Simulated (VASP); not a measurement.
# Ag (P6_3/mmc) in VASP: notebook, part 2 of 2

VASP 6.6.1. Earlier steps stand in the parts before.

## Step 3: Single point, PBEsol

This run uses another cell than the first one, of 13.32 Å³/atom, 1.095 times its volume.

File INCAR:

```
ALGO = Normal
EDIFF = 1E-6
ENCUT = 520
GGA = PS
ISIF = 2
ISMEAR = 0
LASPH = T
LCHARG = F
LREAL = F
LWAVE = F
NBANDS = 18
NELM = 100
PREC = Accurate
SIGMA = 0.1
```

File KPOINTS:

```
k-points
0
Gamma
  18 18 10
```

File POSCAR:

```
Ag
1.0
    2.6599395283      0.0000000000      0.0000000000
   -1.3299697642      2.3035752040      0.0000000000
    0.0000000000      0.0000000000      4.3491298814
Ag
2
Direct
    0.3333333333      0.6666666667      0.2500000000
    0.6666666667      0.3333333333      0.7500000000
```

Potentials or basis: VASP PAW PBE potentials, release 64 (Ag).

Launch:

```console
$ cat potpaw_PBE.64/Ag/POTCAR > POTCAR
$ mpirun -np 1 vasp_std > vasp.out
```

OUTCAR:

```text
EDIFF = 1E-6
   ENCUT = 520
   GGA = PS
   ISIF = 2
   ISMEAR = 0
   LASPH = T
   LREAL = F
   NELM = 100
   PREC = Accurate

 ion  position               nearest neighbor table
   1  0.333  0.667  0.250-   2 2.66   2 2.66   2 2.66   2 2.66   2 2.66   2 2.66
   2  0.667  0.333  0.750-   1 2.66   1 2.66   1 2.66   1 2.66   1 2.66   1 2.66

  LATTYP: Found a hexagonal cell.
 ALAT       =     2.6599395283
 C/A-ratio  =     1.6350484043

  Lattice vectors:

 A1 = (   2.6599395283,   0.0000000000,   0.0000000000)
 A2 = (  -1.3299697642,   2.3035752040,   0.0000000000)
 A3 = (   0.0000000000,   0.0000000000,   4.3491298814)

Analysis of symmetry for initial positions (statically):
=====================================================================
 Subroutine PRICEL returns:
 Original cell was already a primitive cell.

 Routine SETGRP: Setting up the symmetry group for a
 hexagonal supercell.

 Subroutine GETGRP returns: Found 24 space group operations
 (whereof 12 operations were pure point group operations)
 out of a pool of 24 trial point group operations.

The static configuration has the point symmetry D_3d.
 The point group associated with its full space group is D_6h.

Analysis of symmetry for dynamics (positions and initial velocities):
=====================================================================
 Subroutine PRICEL returns:
 Original cell was already a primitive cell.

 Routine SETGRP: Setting up the symmetry group for a
 hexagonal supercell.

 Subroutine GETGRP returns: Found 24 space group operations
 (whereof 12 operations were pure point group operations)
 out of a pool of 24 trial point group operations.

The dynamic configuration has the point symmetry D_3d.
 The point group associated with its full space group is D_6h.

 Subroutine INISYM returns: Found 24 space group operations
 (whereof 12 operations are pure point group operations),
 and found     1 'primitive' translations
[... 105 lines left out ...]
   PSTRESS=    0.0 pullay stress
   NELECT =      22.0000    total number of electrons
   NUPDOWN=      -1.0000    fix difference up-down
   EMIN   =  10.00;   EMAX   =-10.00  energy-range for DOS
   EFERMI =   0.00;   METHOD = LEGACY
   ISMEAR =     0;   SIGMA  =   0.10  broadening in eV -4-tet -1-fermi 0-gaus
   EFERMI_NEDOS =   21; number of points for ismear=-14 and -15
   IALGO  =     38    algorithm
   IMIX   =      4    mixing-type and parameters
     AMIX     =   0.40;   BMIX     =  1.00
     AMIX_MAG =   1.60;   BMIX_MAG =  1.00
  volume/ion in A,a.u.               =      13.32        89.92
  Fermi-wavevector in a.u.,A,eV,Ry     =   1.535761  2.902167 32.090169  2.358561
  Thomas-Fermi vector in A             =   2.642504
   LORBIT       =      0    0 simple, 1 ext, 2 COOP (PROOUT), +10 PAW based schemes
   GGA     = PS    functional components
   LHFCALC =     F    Hartree Fock is set to
   AEXX    =    0.0000 exact exchange contribution
   IVDW    =     0    specifies the selected vdW correction
   LEPSILON=     F    determine dielectric tensor
   LRPA    =     F    only Hartree local field effects (RPA)
 non-spin polarized calculation
 Gauss-broadening in eV      SIGMA  =   0.10
  energy-cutoff  :      520.00
  volume of cell :       26.65
 maximum number of plane-waves:       756
 NGX is ok and might be reduce to    20
   NGX =  9   NGY =  9   NGZ = 17

 number of electron      21.9999999 magnetization

 Free energy of the ion-electron system (eV)
  ---------------------------------------------------
  ext. energy  EPLUGINS =         0.00000000
  ---------------------------------------------------
  free energy    TOTEN  =        -5.79494983 eV

  energy without entropy =       -5.79092928  energy(sigma->0) =       -5.79293955

 E-fermi :  12.1858     XC(G=0): -13.9455

 val. band max:       12.1805302785   @ k =   0.0556   0.0556   0.0000
 cond. band min:      12.2092418320   @ k =   0.2222   0.2222   0.5000
 fundamental gap:      0.0287115535
 Fermi energy:        12.1857563057

 k-point     1 :       0.0000    0.0000    0.0000
  band No.  band energies     occupation
      1       2.3305      2.00000
      2       3.9236      2.00000
      3       6.2922      2.00000
      4       6.4317      2.00000
      5       6.4317      2.00000
      6       6.8116      2.00000
[... 481 lines left out ...]
      5       6.7275      2.00000
      6       6.9988      2.00000
[... 10 lines left out ...]
     17      25.0143      0.00000
     18      28.5773      0.00000

 [... further k-points ...]
[... 5 lines left out ...]
  --------------------------------------------------------------------------------------
  -------------------------------------------------------------------------------------
  Total        8.1993611      8.1993611      8.2009855     -0.0000000     -0.0000000      0.0000000
  in kB      492.9627007    492.9627006    493.0603639     -0.0000000     -0.0000000      0.0000000
  external PRESSURE =     492.9952551 kB  Pullay stress =       0.0000000 kB

 VOLUME and BASIS-vectors are now :
 -----------------------------------------------------------------------------
  energy-cutoff  :      520.00
  volume of cell :       26.65
      direct lattice vectors                 reciprocal lattice vectors
     2.659939528  0.000000000  0.000000000     0.375948396  0.217053908  0.000000000
    -1.329969764  2.303575204  0.000000000     0.000000000  0.434107816  0.000000000
     0.000000000  0.000000000  4.349129881     0.000000000  0.000000000  0.229931050

 POSITION                                       TOTAL-FORCE (eV/Angst)
 -----------------------------------------------------------------------------------
     -0.00000      1.53572      1.08728        -0.000000     -0.000000      0.000000
      1.32997      0.76786      3.26185         0.000000      0.000000      0.000000
 -----------------------------------------------------------------------------------
    total drift:                               -0.000000      0.000000     -0.000000

  FREE ENERGIE OF THE ION-ELECTRON SYSTEM (eV)
  ---------------------------------------------------
  free  energy   TOTEN  =        -5.7949498304 eV

  energy  without entropy=       -5.7909292778  energy(sigma->0) =       -5.79293955
```

OSZICAR:

```text
N       E                     dE             d eps       ncg     rms          rms(c)
DAV:   1     0.133240638846E+03    0.13324E+03   -0.12133E+04  8016   0.127E+03
DAV:   2    -0.420221752733E+01   -0.13744E+03   -0.13131E+03  8304   0.289E+02
DAV:   3    -0.659395192104E+01   -0.23917E+01   -0.23839E+01  9258   0.424E+01
DAV:   4    -0.660078575923E+01   -0.68338E-02   -0.68332E-02  8790   0.221E+00
DAV:   5    -0.660083185520E+01   -0.46096E-04   -0.46097E-04  8738   0.190E-01    0.157E+01
DAV:   6    -0.586895566445E+01    0.73188E+00   -0.12889E+00  8188   0.132E+01    0.877E+00
DAV:   7    -0.580544797117E+01    0.63508E-01   -0.70432E-02  9134   0.302E+00    0.344E+00
DAV:   8    -0.579493791240E+01    0.10510E-01   -0.87908E-03  8224   0.935E-01    0.317E-01
DAV:   9    -0.579493874253E+01   -0.83013E-06   -0.30755E-05  8900   0.542E-02    0.143E-02
DAV:  10    -0.579494984520E+01   -0.11103E-04   -0.25098E-06  8280   0.146E-02    0.549E-03
DAV:  11    -0.579494983037E+01    0.14829E-07   -0.21105E-07  4412   0.469E-03
   1 F= -.57949498E+01 E0= -.57929396E+01  d E =-.402055E-02
```

stdout:

```text
POSCAR found type information on POSCAR Ag
 POSCAR found :  1 types and       2 ions
 scaLAPACK will be used
 -----------------------------------------------------------------------------
|                                                                             |
|                                                                             |
|     You enforced a specific xc type in the INCAR file but a different       |
|     I HOPE YOU KNOW WHAT YOU ARE DOING!                                     |
|                                                                             |
 -----------------------------------------------------------------------------

 LDA part: xc-table for (Slater+PW92), standard interpolation
 POSCAR, INCAR and KPOINTS ok, starting setup
 FFT: planning ... GRIDC
 FFT: planning ... GRID_SOFT
 FFT: planning ... GRID
 WAVECAR not read
 entering main loop
```

Wall time 39 s (1 thread of Intel Xeon Platinum 8488C (Sapphire Rapids), shared host); peak memory 0.21 GiB.

What came out:

```yaml
Free_energy: -5.7949 eV
Pressure: 49.3 GPa
Band_gap_on_the_k_mesh: zero (band 11 reaches 17.07 eV, above the bottom of band 12 at 8.44 eV)
```

Caveat: the PAW data sets were made with another functional, which shifts forces and pressure a little.
